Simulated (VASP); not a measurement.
# Sc3BN2 (P4/mmm) in VASP: relaxation of cell and atoms with PBE

Aim: the relaxation of cell and atoms of Sc3BN2 with PBE.

All numbers are computed with VASP 6.6.1; they aren't measurements. Logs are shortened: lines on timing, memory, paths and dates and some standing lists are left out, and cuts for length are marked.

### Step 1. The cell of the first run

It takes space group P4/mmm (No. 123, tetragonal). The conventional cell has a = 4.847 Å, b = 4.847 Å, c = 4.267 Å, α = 90.00°, β = 90.00°, γ = 90.00°. Sc (site symmetry mmm) has 2 N at 2.13 Å and 2 B at 2.42 Å within 2.8 Å. Within 2.8 Å of Sc (site symmetry 4/mmm) lie 2 B at 2.13 Å and 4 N at 2.42 Å. B (site symmetry 4/mmm) has 6 Sc at 2.13 to 2.42 Å within 2.8 Å. Within 2.8 Å of N (site symmetry mmm) lie 4 Sc at 2.13 to 2.42 Å.

The cell was generated, and may not be a known phase.

### Step 2. Relaxation of cell and atoms, PBE

Input file INCAR:

```
SYSTEM = Sc3BN2
ALGO     = Normal         ! electronic algorithm
EDIFF    = 1E-7           ! SCF threshold, eV
EDIFFG   = -0.01          ! ionic threshold
ENCUT    = 600            ! plane-wave cutoff, eV
GGA      = PE             ! functional
IBRION   = 2              ! ionic algorithm
ISIF     = 3              ! what is computed and relaxed
ISMEAR   = 0              ! smearing method
LASPH    = .TRUE.         ! aspherical terms in the spheres
LCHARG   = .FALSE.        ! write CHGCAR
LREAL    = .FALSE.        ! projectors in reciprocal space
LWAVE    = .FALSE.        ! write WAVECAR
NELM     = 100            ! most SCF steps
NSW      = 100            ! ionic steps
PREC     = Accurate       ! precision mode
SIGMA    = 0.1            ! smearing width, eV
```

Input file KPOINTS:

```
k-points
0
G
  8 8 10
  0 0 0
```

Input file POSCAR:

```
Sc3BN2
1.0
    4.8468066850      0.0000000000      0.0000000000
    0.0000000000      4.8468066850      0.0000000000
    0.0000000000      0.0000000000      4.2667477415
Sc B N
3 1 2
Direct
    0.5000000000      0.0000000000      0.5000000000
    0.0000000000      0.5000000000      0.5000000000
    0.0000000000      0.0000000000      0.0000000000
    0.0000000000      0.0000000000      0.5000000000
    0.5000000000      0.0000000000      0.0000000000
    0.0000000000      0.5000000000      0.0000000000
```

Potentials or basis: VASP PAW PBE potentials, release 64 (Sc_sv, B, N).

Started as:

```bash
$ cat potpaw_PBE.64/Sc_sv/POTCAR potpaw_PBE.64/B/POTCAR potpaw_PBE.64/N/POTCAR > POTCAR
$ mpirun -np 1 vasp_std > vasp.out
```

OUTCAR:

```text
SYSTEM = Sc3BN2
   EDIFF = 1E-7
   EDIFFG = -0.01
   ENCUT = 600
   GGA = PE
   IBRION = 2
   ISIF = 3
   ISMEAR = 0
   LASPH = .TRUE.
   LREAL = .FALSE.
   NELM = 100
   NSW = 100
   PREC = Accurate

 ion  position               nearest neighbor table
   1  0.500  0.000  0.500-   5 2.13   5 2.13   4 2.42   4 2.42   3 3.23   3 3.23   3 3.23   3 3.23
                             2 3.43   2 3.43   2 3.43   2 3.43
   2  0.000  0.500  0.500-   6 2.13   6 2.13   4 2.42   4 2.42   3 3.23   3 3.23   3 3.23   3 3.23
                             1 3.43   1 3.43   1 3.43   1 3.43
   3  0.000  0.000  0.000-   4 2.13   4 2.13   6 2.42   5 2.42   6 2.42   5 2.42   2 3.23   2 3.23
                             2 3.23   1 3.23   2 3.23   1 3.23   1 3.23   1 3.23
   4  0.000  0.000  0.500-   3 2.13   3 2.13   1 2.42   2 2.42   2 2.42   1 2.42
   5  0.500  0.000  0.000-   1 2.13   1 2.13   3 2.42   3 2.42
   6  0.000  0.500  0.000-   2 2.13   2 2.13   3 2.42   3 2.42

  LATTYP: Found a simple tetragonal cell.
 ALAT       =     4.8468066850
 C/A-ratio  =     0.8803214196

  Lattice vectors:

 A1 = (   4.8468066850,   0.0000000000,   0.0000000000)
 A2 = (   0.0000000000,   4.8468066850,   0.0000000000)
 A3 = (   0.0000000000,   0.0000000000,   4.2667477415)

Analysis of symmetry for initial positions (statically):
=====================================================================
 Subroutine PRICEL returns:
 Original cell was already a primitive cell.

 Routine SETGRP: Setting up the symmetry group for a
 simple tetragonal supercell.

 Subroutine GETGRP returns: Found 16 space group operations
 (whereof 16 operations were pure point group operations)
 out of a pool of 16 trial point group operations.

The static configuration has the point symmetry D_4h.

Analysis of symmetry for dynamics (positions and initial velocities):
=====================================================================
 Subroutine PRICEL returns:
 Original cell was already a primitive cell.

 Routine SETGRP: Setting up the symmetry group for a
 simple tetragonal supercell.

 Subroutine GETGRP returns: Found 16 space group operations
 (whereof 16 operations were pure point group operations)
 out of a pool of 16 trial point group operations.

The dynamic configuration has the point symmetry D_4h.

 Subroutine INISYM returns: Found 16 space group operations
 (whereof 16 operations are pure point group operations),
 and found     1 'primitive' translations

----------------------------------------------------------------------------------------

                                     Primitive cell

  volume of cell :     100.2325

  direct lattice vectors                    reciprocal lattice vectors
     4.846806685  0.000000000  0.000000000     0.206321412  0.000000000  0.000000000
     0.000000000  4.846806685  0.000000000     0.000000000  0.206321412  0.000000000
     0.000000000  0.000000000  4.266747741     0.000000000  0.000000000  0.234370547

  length of vectors
     4.846806685  4.846806685  4.266747741     0.206321412  0.206321412  0.234370547

  position of ions in fractional coordinates (direct lattice)
     0.500000000  0.000000000  0.500000000
     0.000000000  0.500000000  0.500000000
     0.000000000  0.000000000  0.000000000
     0.000000000  0.000000000  0.500000000
     0.500000000  0.000000000  0.000000000
     0.000000000  0.500000000  0.000000000

  ion indices of the primitive-cell ions
   primitive index   ion index
                 1           1
                 2           2
                 3           3
                 4           4
                 5           5
                 6           6

----------------------------------------------------------------------------------------

 KPOINTS: k-points

Automatic generation of k-mesh.
 Grid dimensions read from file:
 generate k-points for:    8    8   10

 Generating k-lattice:

  Cartesian coordinates                     Fractional coordinates (reciprocal lattice)
     0.025790177  0.000000000  0.000000000     0.125000000  0.000000000  0.000000000
     0.000000000  0.025790177  0.000000000     0.000000000  0.125000000  0.000000000
     0.000000000  0.000000000  0.023437055     0.000000000  0.000000000  0.100000000

  Length of vectors
     0.025790177  0.025790177  0.023437055

  Shift w.r.t. Gamma in fractional coordinates (k-lattice)
     0.000000000  0.000000000  0.000000000

 Subroutine IBZKPT returns following result:
 ===========================================

 Found     90 irreducible k-points:

 Following reciprocal coordinates:
            Coordinates               Weight
  0.000000  0.000000  0.000000      1.000000
  0.125000  0.000000  0.000000      4.000000
  0.250000  0.000000  0.000000      4.000000
  0.375000  0.000000  0.000000      4.000000
  0.500000  0.000000  0.000000      2.000000
  0.125000  0.125000  0.000000      4.000000
[... 16 lines left out ...]
  0.375000  0.125000  0.100000     16.000000
  0.500000  0.125000  0.100000      8.000000
 [... further k-points ...]
   k-points           NKPTS =     90   k-points in BZ     NKDIM =     90   number of bands    NBANDS=     27
   number of dos      NEDOS =    301   number of ions     NIONS =      6
   total plane-waves  NPLWV =  57600
   dimension x,y,z NGX =    40 NGY =   40 NGZ =   36
   dimension x,y,z NGXF=    80 NGYF=   80 NGZF=   72
   ions per type =               3   1   2
   NGX,Y,Z   is equivalent  to a cutoff of  13.72, 13.72, 14.03 a.u.
   NGXF,Y,Z  is equivalent  to a cutoff of  27.44, 27.44, 28.05 a.u.
 SYSTEM =  Sc3BN2
   PREC   = accura    normal or accurate (medium, high low for compatibility)
   ISTART =      0    job   : 0-new  1-cont  2-samecut
   ICHARG =      2    charge: 1-file 2-atom 10-const
   ISPIN  =      1    spin polarized calculation?
   LNONCOLLINEAR =      F non collinear calculations
   LSORBIT =      F    spin-orbit coupling
   LASPH  =      T    aspherical Exc in radial PAW
   ENCUT  =  600.0 eV  44.10 Ry    6.64 a.u.   9.68  9.68  8.52*2*pi/ulx,y,z
   NELM   =    100;   NELMIN=  2; NELMDL= -5     # of ELM steps
   EDIFF  = 0.1E-06   stopping-criterion for ELM
   LREAL  =      F    real-space projection
   EDIFFG = -.1E-01   stopping-criterion for IOM
   NSW    =    100    number of steps for IOM
   IBRION =      2    ionic relax: 0-MD 1-quasi-New 2-CG
   NFREE  =      1    steps in history (QN), initial steepest desc. (CG)
   ISIF   =      3    stress and relaxation
   ISYM   =      2    0-nonsym 1-usesym 2-fastsym
   POTIM  = 0.5000    time-step for ionic-motion
   TEBEG  =    0.0;   TEEND  =   0.0 temperature during run
   PSTRESS=    0.0 pullay stress
   NELECT =      46.0000    total number of electrons
   NUPDOWN=      -1.0000    fix difference up-down
   EMIN   =  10.00;   EMAX   =-10.00  energy-range for DOS
   EFERMI =   0.00;   METHOD = LEGACY
   ISMEAR =     0;   SIGMA  =   0.10  broadening in eV -4-tet -1-fermi 0-gaus
   EFERMI_NEDOS =   21; number of points for ismear=-14 and -15
   IALGO  =     38    algorithm
   IMIX   =      4    mixing-type and parameters
     AMIX     =   0.40;   BMIX     =  1.00
     AMIX_MAG =   1.60;   BMIX_MAG =  1.00
  volume/ion in A,a.u.               =      16.71       112.73
  Fermi-wavevector in a.u.,A,eV,Ry     =   1.262771  2.386291 21.695728  1.594591
  Thomas-Fermi vector in A             =   2.396162
   LORBIT       =      0    0 simple, 1 ext, 2 COOP (PROOUT), +10 PAW based schemes
   GGA     = PE    functional components
   LHFCALC =     F    Hartree Fock is set to
   AEXX    =    0.0000 exact exchange contribution
   IVDW    =     0    specifies the selected vdW correction
   LEPSILON=     F    determine dielectric tensor
   LRPA    =     F    only Hartree local field effects (RPA)
 conjugate gradient relaxation of ions
 non-spin polarized calculation
 Gauss-broadening in eV      SIGMA  =   0.10
  energy-cutoff  :      600.00
  volume of cell :      100.23
 maximum number of plane-waves:      3372
 NGX is ok and might be reduce to    40
   NGX = 19   NGY = 19   NGZ = 17

--------------------------------------- Ionic step        1  -------------------------------------------

 number of electron      45.9999997 magnetization

 Free energy of the ion-electron system (eV)
  ---------------------------------------------------
  ext. energy  EPLUGINS =         0.00000000
  ---------------------------------------------------
  free energy    TOTEN  =       -43.60750514 eV

  energy without entropy =      -43.58992464  energy(sigma->0) =      -43.59871489

------------------------ aborting loop because EDIFF is reached ----------------------------------------

  FORCE on cell =-STRESS in cart. coord.  units (eV):
  Direction    XX          YY          ZZ          XY          YZ          ZX
  --------------------------------------------------------------------------------------
  -------------------------------------------------------------------------------------
  Total        0.1183699      0.1183699      0.9535635      0.0000000      0.0000000     -0.0000000
  in kB        1.8920971      1.8920971     15.2423462      0.0000000      0.0000000     -0.0000000
  external PRESSURE =       6.3421802 kB  Pullay stress =       0.0000000 kB
[... 145 lines left out ...]
  energy  without entropy=      -43.5915397593  energy(sigma->0) =      -43.60045677

--------------------------------------- Ionic step        5  -------------------------------------------

 number of electron      45.9999999 magnetization

 Free energy of the ion-electron system (eV)
  ---------------------------------------------------
  ext. energy  EPLUGINS =         0.00000000
  ---------------------------------------------------
  free energy    TOTEN  =       -43.60942075 eV

  energy without entropy =      -43.59154789  energy(sigma->0) =      -43.60048432

 E-fermi :   2.5838     XC(G=0):  -9.7552

 val. band max:        2.5804219039   @ k =   0.0000   0.0000   0.4000
 cond. band min:       2.5893106182   @ k =   0.1250   0.1250   0.0000
 fundamental gap:      0.0088887144
 Fermi energy:         2.5837863490

 k-point     1 :       0.0000    0.0000    0.0000
  band No.  band energies     occupation
      1     -46.0619      2.00000
      2     -46.0376      2.00000
      3     -45.1022      2.00000
      4     -25.0321      2.00000
      5     -25.0321      2.00000
      6     -24.6930      2.00000
[... 709 lines left out ...]
     26       4.6539      0.00000
     27       4.6666      0.00000

 [... further k-points ...]
[... 5 lines left out ...]
  --------------------------------------------------------------------------------------
  -------------------------------------------------------------------------------------
  Total       -0.0268844     -0.0268844     -0.0098535      0.0000000     -0.0000000      0.0000000
  in kB       -0.4279930     -0.4279930     -0.1568660      0.0000000     -0.0000000      0.0000000
  external PRESSURE =      -0.3376173 kB  Pullay stress =       0.0000000 kB
[... 21 lines left out ...]
  FREE ENERGIE OF THE ION-ELECTRON SYSTEM (eV)
  ---------------------------------------------------
  free  energy   TOTEN  =       -43.6094207501 eV

  energy  without entropy=      -43.5915478947  energy(sigma->0) =      -43.60048432

 reached required accuracy - stopping structural energy minimisation
```

Run time: 9.1 min. Hardware: 1 thread of Intel Xeon 6975P-C (Granite Rapids), shared host; peak memory 0.45 GiB.

What came out:

```
Free energy                           : -43.6094 eV
Relaxed volume                        : 16.77 Å³/atom
Relaxed cell                          : a = 4.847 Å, b = 4.847 Å, c = 4.284 Å, α = 90.00°, β = 90.00°, γ = 90.00°
Space group after relaxing (to 0.1 Å) : P4/mmm (No. 123)
Energy gained by relaxing             : 0.3 meV/atom
Ionic steps                           : 5
Pressure after relaxing               : 0.0 GPa
Band gap on the k mesh                : zero (bands 23 and 24 overlap by 1.64 eV)
```

The path:
```
step  energy change (eV)  largest force (eV/Å)  pressure (GPa)  volume (Å³)
   1              0.0000                0.0000            0.63       100.23
   2              0.0000                0.0000           -0.74       101.19
   3             -0.0019                0.0000           -0.06       100.71
   4             -0.0019                0.0000           -0.07       100.72
   5             -0.0019                0.0000           -0.03       100.64
```

Final structure:
```cif
data_structure
_symmetry_space_group_name_H-M 'P 1'
_symmetry_Int_Tables_number 1
_cell_length_a 4.8467
_cell_length_b 4.8467
_cell_length_c 4.2842
_cell_angle_alpha 90.000
_cell_angle_beta 90.000
_cell_angle_gamma 90.000
_cell_volume 100.64
loop_
_atom_site_label
_atom_site_type_symbol
_atom_site_fract_x
_atom_site_fract_y
_atom_site_fract_z
_atom_site_occupancy
Sc1 Sc 0.50000 0.00000 0.50000 1
Sc2 Sc 0.00000 0.50000 0.50000 1
Sc3 Sc 0.00000 0.00000 0.00000 1
B1 B 0.00000 0.00000 0.50000 1
N1 N 0.50000 0.00000 0.00000 1
N2 N 0.00000 0.50000 0.00000 1
```
